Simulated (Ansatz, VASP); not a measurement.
## Ca in VASP and in Ansatz

```
Ca
1.0
     6.19020    0.00000    0.00000
    -3.09510    5.36087    0.00000
     0.00000    0.00000    3.69990
Ca
3
Direct
  0.00000 0.00000 0.00000
  0.33333 0.66667 0.50000
  0.66667 0.33333 0.50000
```

Alike in both runs: task single point; functional revPBE; k mesh 7 × 7 × 9; occupations fermi-dirac, width 0.1 eV; no spin polarisation.

|  | VASP | Ansatz |
| --- | --- | --- |
| version | VASP 6.6.1 | Ansatz 0.2.0 |
| potentials or method | VASP PAW PBE potentials, release 64 (Ca_sv), cutoff 520 eV | plane waves (420 eV) with PAW, scalar-relativistic |
| valence electrons in the cell | 30 | 30 |

```tsv
	VASP	Ansatz	Ansatz less VASP
pressure (GPa)	1.5	1.5	-0.01
traceless stress, the component that is largest in VASP (GPa)	-0.13	-0.13	+0.001
```

VASP's potentials were made for PBE, not for revPBE. With one functional, cell and mesh, what is left measures potentials, basis and numerics.
